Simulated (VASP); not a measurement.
## SnSe: single point with PBEsol

Crystal: SnSe.

```
Sn Se
1.0
     0.00000    2.94303    2.97275
     2.97275    0.00000    2.97275
     2.97275    2.94303    0.00000
Sn Se
1 1
Direct
  0.00000 0.00000 0.00000
  0.50000 0.50000 0.50000
```

This cell differs from its parent crystal: strain -0.0100 x Voigt [0, 1, 0, 0, 0, 0].

```json
{"Program": "VASP 6.6.1", "Task": "single point", "Functional": "PBEsol", "Potentials or basis": "VASP PAW PBE potentials, release 64 (Sn_d, Se)", "Cutoff": "520 eV", "k mesh": "8 × 8 × 8", "Occupations": "gaussian, width 0.05 eV", "Spin": "no spin polarisation", "Dipole correction": "no", "Further INCAR settings": "ALGO = Normal; EDIFF = 1e-06; NBANDS = 17"}
```

The pressure is 0.6 GPa. The band gap on the k mesh is 0.76 eV, indirect (least direct gap 0.87 eV).

Stress tensor (GPa, compression positive):
```
0.13 0.00 0.00
0.00 1.57 0.00
0.00 0.00 0.13
```

Levels at points of the mesh, in eV from the valence-band top:
| k point | band 6 | band 7 | band 8 | band 9 | band 10 | band 11 | band 12 | band 13 | band 14 | band 15 |
| --- | --- | --- | --- | --- | --- | --- | --- | --- | --- | --- |
| (0.00, 0.00, 0.00) | -14.09 | -4.83 | -2.27 | -2.17 | -2.17 | 4.50 | 4.50 | 4.75 | 5.84 | 5.84 |
| (0.50, 0.00, 0.00) | -13.04 | -8.21 | -1.95 | -1.93 | 0.00 | 0.87 | 1.27 | 1.33 | 8.38 | 10.30 |
| (0.50, 0.50, 0.00) | -12.73 | -5.91 | -5.71 | -3.80 | -3.69 | 2.89 | 5.60 | 5.86 | 6.32 | 10.72 |
| (0.50, 0.00, 0.50) | -12.69 | -5.96 | -5.73 | -3.77 | -3.77 | 2.86 | 5.68 | 5.68 | 6.45 | 10.73 |

Wall time 42 s on 1 thread of Intel Xeon 8259CL, with other jobs on the host, peak memory 0.21 GiB.

Caveat: the cell differs from its parent crystal (strain -0.0100 x Voigt [0, 1, 0, 0, 0, 0]); the PAW data sets were made with another functional, which shifts forces and pressure a little; spin-orbit coupling is left out, which moves the levels of the heavy elements. A k mesh can miss the band edges.
